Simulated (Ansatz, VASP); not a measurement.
## Mo: VASP beside Ansatz

The input INCAR:

```
ALGO     = Normal         # electronic algorithm
EDIFF    = 1E-7           # SCF threshold, eV
ENCUT    = 520            # plane-wave cutoff, eV
GGA      = PE             # functional
ISIF     = 2              # what is computed and relaxed
ISMEAR   = 1              # smearing method
LASPH    = True           # aspherical terms in the spheres
LCHARG   = True           # write CHGCAR
LELF     = True           # ELF
LREAL    = False          # projectors in reciprocal space
LVHAR    = True         
LWAVE    = False          # write WAVECAR
NBANDS   = 43             # bands
NELM     = 80             # most SCF steps
PREC     = Accurate       # precision mode
SIGMA    = 0.1            # smearing width, eV
```

KPOINTS

```
k-points
0
Gamma
  16 16 1
```

File POSCAR:

```
Mo
1.0
    3.1600000000      0.0000000000      0.0000000000
    0.0000000000      3.1600000000      0.0000000000
    0.0000000000      0.0000000000     18.3200000000
Mo
5
Direct
    0.0000000000      0.0000000000      0.3275109170
    0.5000000000      0.5000000000      0.4137554585
    0.0000000000      0.0000000000      0.5000000000
    0.5000000000      0.5000000000      0.5862445415
    0.0000000000      0.0000000000      0.6724890830
```

Input for Ansatz:

```yaml
crystal:
  lattice:
    - [3.16, 0.0, 0.0]
    - [0.0, 3.16, 0.0]
    - [0.0, 0.0, 18.32]
  atoms:
    - { symbol: Mo, position: [0.0, 0.0, 0.327510917] }
    - { symbol: Mo, position: [0.5, 0.5, 0.4137554585] }
    - { symbol: Mo, position: [0.0, 0.0, 0.5] }
    - { symbol: Mo, position: [0.5, 0.5, 0.5862445415] }
    - { symbol: Mo, position: [0.0, 0.0, 0.672489083] }
scf:
  occupations: { method: methfessel_paxton, width: 0.1 }
output:
  forces: true
  stress: false
  eigenvalues: true
  write_density: true
  write_potential: true
  elf: true
  volumetric_format: npy
hamiltonian:
  xc: pbe
kpoints:
  mp_grid: { grid: [16, 16, 1] }
```

Alike in both runs: task single point; functional PBE; k mesh 16 × 16 × 1; occupations methfessel-paxton of order 1, width 0.1 eV; no spin polarisation.

|  | VASP | Ansatz |
| --- | --- | --- |
| version | VASP 6.6.1 | Ansatz 0.2.0 |
| potentials or method | VASP PAW PBE potentials, release 64 (Mo_sv) | scalar-relativistic, plane waves, PAW |
| plane-wave cutoff (eV) | 520 | 420 |
| valence electrons in the cell | 70 | 70 |

|  | VASP | Ansatz | Ansatz less VASP |
| --- | --- | --- | --- |
| gap on the k mesh at the Fermi level (eV) | none | none | - |
| rms of the force components (eV/Å) | 0.649 | 0.654 | +0.0050 |

Atom by atom the forces differ by 0.010 eV/Å (rms over components). A gap of «none» marks a metal or a gap that the smearing closes. Ansatz's warnings: xc potential rough in thin density.
